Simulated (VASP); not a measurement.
A run of VASP 6.6.1:

Contents of INCAR:

```
SYSTEM = Cu6N
ALGO = Normal
DIPOL = 0.5 0.5 0.301
EDIFF = 1E-7
ENCUT = 520
GGA = PE
IDIPOL = 3
ISIF = 2
ISMEAR = 0
IVDW = 12
LASPH = .True.
LCHARG = .True.
LDIPOL = .True.
LELF = .True.
LREAL = .False.
LVACPOTAV = .True.
LVHAR = .True.
LWAVE = .False.
NBANDS = 84
NELM = 100
PREC = Accurate
SIGMA = 0.1
```

Contents of KPOINTS:

```
k-points
0
Gamma
  6 6 1
  0 0 0
```

The input POSCAR:

```
Cu6N
1.0
    5.0393684011      0.0000000000      0.0000000000
   -2.5196842005      4.3642210544      0.0000000000
    0.0000000000      0.0000000000     22.8221943999
Cu N
12 2
Direct
    0.3333333333      0.1666666667      0.1752679839
    0.3333333333      0.6666666667      0.1752679839
    0.8333333333      0.1666666667      0.1752679839
    0.8333333333      0.6666666667      0.1752679839
    0.1666666667      0.3333333333      0.2655783499
    0.1666666667      0.8333333333      0.2655783499
    0.6666666667      0.3333333333      0.2655783499
    0.6666666667      0.8333333333      0.2655783499
    0.0000000000      0.0000000000      0.3558901593
    0.0000000000      0.5000000000      0.3558901593
    0.5000000000      0.0000000000      0.3558901593
    0.5000000000      0.5000000000      0.3558901593
    0.0000000000      0.0000000000      0.4873411472
    0.0000000000      0.0000000000      0.5355398427
```

Potentials or basis: VASP PAW PBE potentials, release 64 (Cu, N).

The run is started by

```sh
$ cat potpaw_PBE.64/Cu/POTCAR potpaw_PBE.64/N/POTCAR > POTCAR
$ mpirun -np 1 vasp_std > vasp.out
```

Hardware: 1 thread of Intel(R) Xeon(R) 6975P-C (Granite Rapids) (shared host).

**Question.** Estimate the wall time of this run.

**Answer.** Wall time 9 min on 1 thread of Intel(R) Xeon(R) 6975P-C (Granite Rapids) (shared host), peak memory 0.67 GiB. Counts: scf iterations 31, k points 7.
